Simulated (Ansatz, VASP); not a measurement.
# Two plane-wave programs on Ta

```
Ta
1.0
    -1.64042    1.64042    1.64042
     1.64042   -1.64042    1.64042
     1.64042    1.64042   -1.64042
Ta
1
Direct
  0.00000 0.00000 0.00000
```

Alike in both runs: functional PBEsol; k mesh 24 × 24 × 24; occupations gaussian, width 0.1 eV; no spin polarisation.

Ansatz relaxed the structure, and its values are those at the end. VASP's run is a single point on that final structure, the one shown.

|  | VASP | Ansatz |
| --- | --- | --- |
| version | VASP 6.6.1 | Ansatz 0.2.0 |
| potentials or method | VASP PAW PBE potentials, release 64 (Ta_pv) | scalar-relativistic, plane waves, PAW |
| plane-wave cutoff (eV) | 520 | 420 |
| valence electrons in the cell | 11 | 13 |

|  | VASP | Ansatz | Ansatz less VASP |
| --- | --- | --- | --- |
| gap on the k mesh at the Fermi level (eV) | none | none | - |
| pressure (GPa) | 0.2 | 0.0 | -0.18 |

VASP's potentials were made for PBE, not for PBEsol. A gap of «none» marks a metal or a gap that the smearing closes. With one functional, cell and mesh, what is left measures potentials, basis and numerics. VASP's potentials hold 11 valence electrons a cell and Ansatz's 13, so a difference there can come from the potentials and not from the codes.

Neither program's run includes spin-orbit coupling.
